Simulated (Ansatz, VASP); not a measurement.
## One calculation of Lu, two programs

INCAR

```
ALGO = Normal
EDIFF = 1E-7
ENCUT = 520
GGA = RP
ISIF = 2
ISMEAR = -1
LASPH = True
LCHARG = True
LELF = True
LREAL = False
LVHAR = True
LWAVE = False
NBANDS = 44
NELM = 100
PREC = Accurate
SIGMA = 0.1
```

KPOINTS

```
k-points
0
Gamma
  8 8 10
```

The input POSCAR:

```
Lu
1.0
    5.4528253536      0.0000000000      0.0000000000
   -2.7264126768      4.7222852786      0.0000000000
    0.0000000000      0.0000000000      3.4116566658
Lu
3
Direct
    1.0000000000      0.0000000000      0.0000000000
    0.3333333333      0.6666666667      0.5000000000
    0.6666666667      0.3333333333      0.5000000000
```

Input for Ansatz:

```yaml
crystal:
  lattice:
    - [5.4528253536, 0.0, 0.0]
    - [-2.7264126768, 4.7222852786, 0.0]
    - [0.0, 0.0, 3.4116566658]
  atoms:
    - { symbol: Lu, position: [1.0, 0.0, 0.0] }
    - { symbol: Lu, position: [0.3333333333, 0.6666666667, 0.5] }
    - { symbol: Lu, position: [0.6666666667, 0.3333333333, 0.5] }
hamiltonian:
  xc: rpbe
  pseudopotentials:
    kind: paw
    azcp:
      Lu: "pseudopotentials/Lu.paw.azcp"
basis:
  ecutwfc: 420
  fft_grid_basis: typed
kpoints:
  mp_grid: { grid: [8, 8, 10], shift: [0, 0, 0] }
magnetization:
  spin_polarized: false
scf:
  occupations: { method: fermi_dirac, width: 0.1 }
  lower_state_search: "off"
output:
  stress: true
```

Alike in both runs: task single point; functional RPBE; k mesh 8 × 8 × 10; occupations fermi-dirac, width 0.1 eV; no spin polarisation.

```csv
,VASP,Ansatz
version,VASP 6.6.1,Ansatz 0.2.0
potentials or method,"VASP PAW PBE potentials, release 64 (Lu), cutoff 520 eV","plane waves (420 eV) with PAW, scalar-relativistic"
valence electrons in the cell,75,75
```

Ansatz gave:

| Item | Value |
| --- | --- |
| pressure (GPa) | 1.8 |
| traceless stress, the component that is largest in VASP (GPa) | 0.08 |

Task: What did VASP give for the same quantities?

Result: Pressure (GPa): 1.9; traceless stress, the component that is largest in VASP (GPa): 0.05.

VASP's potentials were made for PBE, not for RPBE. The functional is the same, so the differences come from potentials, cutoffs and numerics.

Spin-orbit coupling is off throughout.
